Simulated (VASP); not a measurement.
The system is C.

```
C
1.0
     3.34383    0.00000    0.00000
    -1.67191    2.89584    0.00000
     0.00000    0.00000    2.04977
C
3
Direct
  0.00000 0.00000 0.00000
  0.33333 0.66667 0.50000
  0.66667 0.33333 0.50000
```

```yaml
Program: VASP 6.6.1
Task: relaxation of cell and atoms
Functional: PBEsol
Potentials_or_basis: VASP PAW PBE potentials, release 64 (C)
Cutoff: 600 eV
k_mesh: 11 × 11 × 15
Occupations: fermi-dirac, width 0.1 eV
Spin: no spin polarisation
```

At the start: pressure -7.9 GPa; volume 6.62 Å³/atom.

**Question.** How do energy, volume and symmetry change on relaxing?

**Answer.** Over 36 steps the energy falls by 2732.7 meV/atom and the volume is 8.89 Å³/atom (+34.4 %); space group P6/mmm (No. 191, to 0.05 Å).

The path:
```tsv
step	energy change (eV)	largest force (eV/Å)	pressure (GPa)	volume (Å³)
1	0.0000	0.0000	-7.92	19.85
2	-0.0904	0.0000	1.48	18.92
3	-0.1609	0.0000	46.58	16.21
4	-0.2007	0.0000	19.80	17.56
5	-0.2096	0.0000	31.39	16.91
6	-0.2120	0.0000	26.08	17.19
7	-0.2255	0.0000	27.42	17.11
8	-0.2591	0.0000	31.54	16.87
9	-0.3216	0.0000	41.47	16.39
10	-0.4317	0.0000	68.49	15.40
11	-0.5174	0.0000	69.03	15.35
12	-0.9203	0.0000	78.21	15.17
13	-2.0305	0.0000	131.15	14.66
14	8.5669	0.0000	666.88	12.99
15	-2.3571	0.0000	165.87	14.50
16	-2.3410	0.0000	234.24	14.20
17	-2.4337	0.0000	212.09	14.30
18	-2.4143	0.0000	219.81	14.27
19	-2.4762	0.0000	229.39	14.30
20	-2.4819	0.0000	237.10	14.32
21	-2.6009	0.0000	232.09	14.41
22	-2.9459	0.0000	217.80	14.67
23	-3.5851	0.0000	191.30	15.19
24	-4.6762	0.0000	145.67	16.27
25	-6.2638	0.0000	79.27	18.58
26	-7.7899	0.0000	1.08	23.77
27	-7.8903	0.0000	-18.30	26.05
28	-8.1526	0.0000	-9.03	26.69
29	-8.1951	0.0000	-3.17	27.03
30	-8.1953	0.0000	-2.70	27.05
31	-8.1952	0.0000	-2.35	27.07
32	-8.1964	0.0000	-1.67	26.98
33	-8.1975	0.0000	-0.55	26.83
34	-8.1972	0.0000	1.68	26.54
35	-8.1978	0.0000	0.35	26.71
36	-8.1980	0.0000	0.01	26.67
```

Final structure:
```xyz
3
Lattice="4.9019 0.0000 0.0000 -2.4510 4.2452 0.0000 0.0000 0.0000 1.2818" Properties=species:S:1:pos:R:3 pbc="T T T"
C     0.0000    0.0000    0.0000
C     0.0000    2.8301    0.6409
C     2.4510    1.4151    0.6409
```

Caveat: the volume moved by over 15 % at a fixed basis, so the end points are rough; the PAW data sets were made with another functional, which shifts forces and pressure a little.
